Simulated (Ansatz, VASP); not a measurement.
# SrCl2 in VASP and in Ansatz

```
Sr Cl
1.0
     0.00000    3.63660    3.63660
     3.63660    0.00000    3.63660
     3.63660    3.63660    0.00000
Sr Cl
1 2
Direct
  0.00000 0.00000 0.00000
  0.25000 0.25000 0.25000
  0.75000 0.75000 0.75000
```

Alike in both runs: task single point; functional LDA; k mesh 6 × 6 × 6; occupations gaussian, width 0.02 eV; no spin polarisation.

|  | VASP | Ansatz |
| --- | --- | --- |
| version | VASP 6.6.1 | Ansatz 0.2.0 |
| potentials or method | VASP PAW LDA potentials, release 64 (Sr_sv, Cl), cutoff 520 eV | scalar-relativistic, plane waves, PAW |
| valence electrons in the cell | 24 | 24 |

```csv
,VASP,Ansatz,Ansatz less VASP
gap on the k mesh at the Fermi level (eV),4.44,4.43,-0.008
least direct gap on the mesh (eV),4.74,4.73,-0.010
pressure (GPa),-5.6,-5.6,-0.05
```

LDA's correlation is that of Perdew and Zunger in VASP and of Perdew and Wang (1992) in Ansatz.
